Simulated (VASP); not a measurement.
# SnO in VASP: further runs, part 2 of 2

VASP 6.6.1. The steps go on from the part before.

## (3) Single point, PBE+D3(BJ) (layers slid over each other)

INCAR reads:

```
SYSTEM = SnO
  PREC = Accurate
  ENCUT = 520
  EDIFF = 1E-6
  ISMEAR = 0
  SIGMA = 0.05
  LREAL = .False.
  LASPH = .True.
  NELM = 60
  ALGO = Normal
  ISIF = 2
  LWAVE = .False.
  LCHARG = .False.
  LDIPOL = .True.
  IDIPOL = 3
  DIPOL = 0.5 0.5 0.401
  GGA = PE
  IVDW = 12
  NBANDS = 50
```

KPOINTS reads:

```
regular mesh
0
Gamma
  7 7 1
  0 0 0
```

POSCAR reads:

```
SnO
1.0
    3.8201631401      0.0000000000      0.0000000000
    0.0000000000      3.8201631401      0.0000000000
    0.0000000000      0.0000000000     22.2260824966
Sn O
4 4
Direct
    0.7500000000      0.2500000000      0.2024648294
    0.2500000000      0.7500000000      0.3087832167
    0.6250000000      1.1250000000      0.4932511724
    0.1250000000      1.6250000000      0.5995695597
    0.2500000000      0.2500000000      0.2556240230
    0.7500000000      0.7500000000      0.2556240230
    0.1250000000      1.1250000000      0.5464103660
    0.6250000000      1.6250000000      0.5464103660
```

Potentials or basis: VASP PAW PBE potentials, release 64 (Sn_d, O).

Started as:

```
cat potpaw_PBE.64/Sn_d/POTCAR potpaw_PBE.64/O/POTCAR > POTCAR
mpirun -np 1 vasp_std > vasp.out
```

OUTCAR:

```text
SYSTEM = SnO
   PREC = Accurate
   ENCUT = 520
   EDIFF = 1E-6
   ISMEAR = 0
   LREAL = .False.
   LASPH = .True.
   NELM = 60
   ISIF = 2
   GGA = PE
   IVDW = 12
 IVDW          = 12

 ion  position               nearest neighbor table
   1  0.750  0.250  0.202-   5 2.25   6 2.25   6 2.25   5 2.25   2 3.59   2 3.59   2 3.59   2 3.59

   2  0.250  0.750  0.309-   5 2.25   6 2.25   5 2.25   6 2.25   1 3.59   1 3.59   1 3.59   1 3.59

   3  0.625  0.125  0.493-   7 2.25   8 2.25   8 2.25   7 2.25   4 3.59   4 3.59   4 3.59   4 3.59

   4  0.125  0.625  0.600-   7 2.25   8 2.25   7 2.25   8 2.25   3 3.59   3 3.59   3 3.59   3 3.59

   5  0.250  0.250  0.256-   1 2.25   1 2.25   2 2.25   2 2.25
   6  0.750  0.750  0.256-   1 2.25   1 2.25   2 2.25   2 2.25
   7  0.125  0.125  0.546-   3 2.25   3 2.25   4 2.25   4 2.25
   8  0.625  0.625  0.546-   3 2.25   3 2.25   4 2.25   4 2.25

  LATTYP: Found a simple tetragonal cell.
 ALAT       =     3.8201631401
 C/A-ratio  =     5.8180977308

  Lattice vectors:

 A1 = (   3.8201631401,   0.0000000000,   0.0000000000)
 A2 = (   0.0000000000,   3.8201631401,   0.0000000000)
 A3 = (   0.0000000000,   0.0000000000,  22.2260824966)

Analysis of symmetry for initial positions (statically):
=====================================================================
 Subroutine PRICEL returns:
 Original cell was already a primitive cell.

 Routine SETGRP: Setting up the symmetry group for a
 simple tetragonal supercell.

 Subroutine GETGRP returns: Found  4 space group operations
 (whereof  1 operations were pure point group operations)
 out of a pool of 16 trial point group operations.

The static configuration has the point symmetry C_1 .
 The point group associated with its full space group is C_2h.

[... 142 lines left out ...]
   LHFCALC =     F    Hartree Fock is set to
   AEXX    =    0.0000 exact exchange contribution
   IVDW    =    12    specifies the selected vdW correction
   LEPSILON=     F    determine dielectric tensor
   LRPA    =     F    only Hartree local field effects (RPA)
 non-spin polarized calculation
 Gauss-broadening in eV      SIGMA  =   0.05
  energy-cutoff  :      520.00
  volume of cell :      324.36
 maximum number of plane-waves:      8769
   NGX = 15   NGY = 15   NGZ = 83

 dipolmoment           0.000000      0.000000      0.000011 electrons x Angstroem

 number of electron      79.9999972 magnetization

 dipolmoment           0.000000      0.000000     -0.000004 electrons x Angstroem

 Free energy of the ion-electron system (eV)
  ---------------------------------------------------
  ext. energy  EPLUGINS =         0.00000000
  ---------------------------------------------------
  free energy    TOTEN  =       -45.19308927 eV

  energy without entropy =      -45.19308927  energy(sigma->0) =      -45.19308927

 E-fermi :   0.0335     XC(G=0):  -5.3162

 val. band max:       -0.2115841500   @ k =  -0.1429   0.1429   0.0000
 cond. band min:       2.3328010969   @ k =   0.0000   0.0000   0.0000
 fundamental gap:      2.5443852469
 Fermi energy:         0.0335308963

 k-point     1 :       0.0000    0.0000    0.0000
  band No.  band energies     occupation
      1     -21.0624      2.00000
      2     -21.0623      2.00000
      3     -20.7019      2.00000
      4     -20.7018      2.00000
      5     -20.6639      2.00000
      6     -20.6639      2.00000
[... 837 lines left out ...]
     49       5.8957      0.00000
     50       6.2725      0.00000

------------------------ aborting loop because EDIFF is reached ----------------------------------------

 vacuum level on the upper side and lower side of the slab       (xc-potential included)        -0.155        -0.153

 Edisp (eV)   -1.24783

 E8    (eV) :    -0.5522

  FORCE on cell =-STRESS in cart. coord.  units (eV):
  Direction    XX          YY          ZZ          XY          YZ          ZX
  --------------------------------------------------------------------------------------
  -------------------------------------------------------------------------------------
  Total       0.13587     0.13587    -0.35364     0.01559     0.11997     0.11997
  in kB       0.67111     0.67111    -1.74680     0.07701     0.59262     0.59262
  external pressure =       -0.13 kB  Pullay stress =        0.00 kB

 VOLUME and BASIS-vectors are now :
 -----------------------------------------------------------------------------
  energy-cutoff  :      520.00
  volume of cell :      324.36
      direct lattice vectors                 reciprocal lattice vectors
     3.820163140  0.000000000  0.000000000     0.261768925  0.000000000  0.000000000
     0.000000000  3.820163140  0.000000000     0.000000000  0.261768925  0.000000000
     0.000000000  0.000000000 22.226082497     0.000000000  0.000000000  0.044992184

 POSITION                                       TOTAL-FORCE (eV/Angst)
 -----------------------------------------------------------------------------------
      2.86512      0.95504      4.50000        -0.002411     -0.002411     -0.077637
      0.95504      2.86512      6.86304        -0.010156     -0.010156      0.174967
      2.38760      0.47752     10.96304         0.010156      0.010156     -0.174967
      0.47752      2.38760     13.32608         0.002411      0.002411      0.077637
      0.95504      0.95504      5.68152         0.004795     -0.013615      0.012572
      2.86512      2.86512      5.68152        -0.013615      0.004795      0.012572
      0.47752      0.47752     12.14456         0.013615     -0.004795     -0.012572
      2.38760      2.38760     12.14456        -0.004795      0.013615     -0.012572
 -----------------------------------------------------------------------------------
    total drift:                               -0.000000     -0.000000     -0.000216

  FREE ENERGIE OF THE ION-ELECTRON SYSTEM (eV)
  ---------------------------------------------------
  free  energy   TOTEN  =       -46.4409192676 eV

  energy  without entropy=      -46.4409192676  energy(sigma->0) =      -46.44091927

 vacuum level on the upper side and lower side of the slab         4.794         4.798
```

OSZICAR:

```text
N       E                     dE             d eps       ncg     rms          rms(c)
DAV:   1     0.945030284689E+03    0.94503E+03   -0.38091E+04  1728   0.180E+03
DAV:   2     0.137854975964E+03   -0.80718E+03   -0.77954E+03  1768   0.499E+02
DAV:   3    -0.388474438198E+02   -0.17670E+03   -0.17074E+03  1966   0.220E+02
[... 15 lines left out ...]
DAV:  19    -0.451930766938E+02   -0.42066E-04   -0.12560E-05  2030   0.324E-02    0.660E-03
DAV:  20    -0.451930826654E+02   -0.59716E-05   -0.13137E-06  1192   0.150E-02    0.307E-03
DAV:  21    -0.451930878659E+02   -0.52005E-05   -0.16462E-06  1272   0.755E-03    0.597E-04
DAV:  22    -0.451930889275E+02   -0.10616E-05   -0.21646E-07  1130   0.342E-03    0.448E-04
DAV:  23    -0.451930892711E+02   -0.34357E-06   -0.13319E-07  1098   0.377E-03
   1 F= -.46440919E+02 E0= -.46440919E+02  d E =-.152152E-12
```

Run time: 5.9 min. Hardware: 1 thread of Oxide Virtual Turin-like, shared host; peak memory 0.42 GiB.

Results:

- Free energy: -46.4409 eV
- Largest force: 0.176 eV/Å
- Band gap on the k mesh: 2.54 eV (least direct gap 2.56 eV)
- Dispersion energy per atom: -0.156 eV

Forces on the atoms (eV/Å):
```
Sn  -0.002 -0.002 -0.078
Sn  -0.010 -0.010  0.175
Sn   0.010  0.010 -0.175
Sn   0.002  0.002  0.078
O    0.005 -0.014  0.013
O   -0.014  0.005  0.013
O    0.014 -0.005 -0.013
O   -0.005  0.014 -0.013
```

Caveat: the cell differs from its parent crystal (layers slid over each other); spin-orbit coupling is left out, which moves the levels of the heavy elements.
